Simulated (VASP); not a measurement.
HfN, 2 atoms in the cell. The structure is cubic, space group Fm-3m (No. 225). Conventional cell: a = 4.492 Å, b = 4.492 Å, c = 4.492 Å, α = 90.00°, β = 90.00°, γ = 90.00°. Hf (site symmetry m-3m) has 6 N at 2.25 Å within 3.0 Å. N (site symmetry m-3m) has 6 Hf at 2.25 Å within 3.0 Å. 

* Program: VASP 6.6.1
* Task: vibrations by perturbation theory
* Functional: PBEsol
* Potentials or basis: VASP PAW PBE potentials, release 64 (Hf_pv, N)
* Cutoff: 520 eV
* k mesh: 16 × 16 × 16
* Occupations: fermi-dirac, width 0.15 eV
* Spin: no spin polarisation
* Dipole correction: no
* Further INCAR settings: ALGO = Normal; EDIFF = 1e-08; NBANDS = 14; IBRION = 8; NSW = 1

Potentials or basis: VASP PAW PBE potentials, release 64 (Hf_pv, N).

Command:

```bash
$ cat potpaw_PBE.64/Hf_pv/POTCAR potpaw_PBE.64/N/POTCAR > POTCAR
$ mpirun -np 1 vasp_std > vasp.out
```

Hardware: 1 thread of Intel(R) Xeon(R) Platinum 8375C CPU @ 2.90GHz (Ice Lake), on a shared host.

**Question.** Estimate the wall time of this run.

**Answer.** Run time: 3.2 min on 1 thread of Intel(R) Xeon(R) Platinum 8375C CPU @ 2.90GHz (Ice Lake), with other jobs on the host, peak memory 0.38 GiB. Counts: scf iterations 44, k points 145.
